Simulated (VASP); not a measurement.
Wanted: the native input for a VASP 6.6.1 run.

| Quantity | Value |
| --- | --- |
| Task | single point |
| Functional | LDA |
| Potentials or basis | VASP PAW LDA potentials, release 64 (Rh_pv) |
| Cutoff | 520 eV |
| k mesh | 15 × 15 × 15 |
| Occupations | fermi-dirac, width 0.05 eV |
| Spin | collinear spin, ferromagnetic start |
| Starting moments | [0.2] μB |
| Fixed moment | 0.2 μB |
| Dipole correction | no |
| Further INCAR settings | ALGO = Normal; EDIFF = 1e-06; NBANDS = 18 |

The structure of Rh lies in POSCAR:

```
Rh
1.0
    0.0000000000      1.8978500000      1.8978500000
    1.8978500000      0.0000000000      1.8978500000
    1.8978500000      1.8978500000      0.0000000000
Rh
1
Direct
    0.0000000000      0.0000000000      0.0000000000
```

One way to write it, as run:

INCAR

```
PREC = Accurate
ENCUT = 520
EDIFF = 1E-6
ISMEAR = -1
SIGMA = 0.05
LREAL = F
LASPH = T
NELM = 150
ALGO = Normal
ISIF = 2
LWAVE = F
LCHARG = T
ISPIN = 2
MAGMOM = 0.2
LORBIT = 11
NUPDOWN = 0.2
LMAXMIX = 4
LELF = T
LVHAR = T
NBANDS = 18
```

KPOINTS

```
Automatic mesh
0
Gamma
  15 15 15
```

Potentials or basis: VASP PAW LDA potentials, release 64 (Rh_pv).

Launch:

```console
$ cat potpaw_LDA.64/Rh_pv/POTCAR > POTCAR
$ mpirun -np 1 vasp_std > vasp.out
```

It gave:

```json
{
 "Pressure": "-8.6 GPa",
 "Net moment": "0.20 μB per cell",
 "Site moments": "Rh +0.20 μB",
 "Valence electrons inside the program's atomic spheres": "Rh 13.79"
}
```

Caveat: the cell stands under tension; the total moment is fixed, so each spin has its own Fermi level and the state may be an excited one.

Wall time 42 s on 1 thread of Intel(R) Xeon(R) Platinum 8559C (Emerald Rapids), on a shared host, peak memory 0.15 GiB.
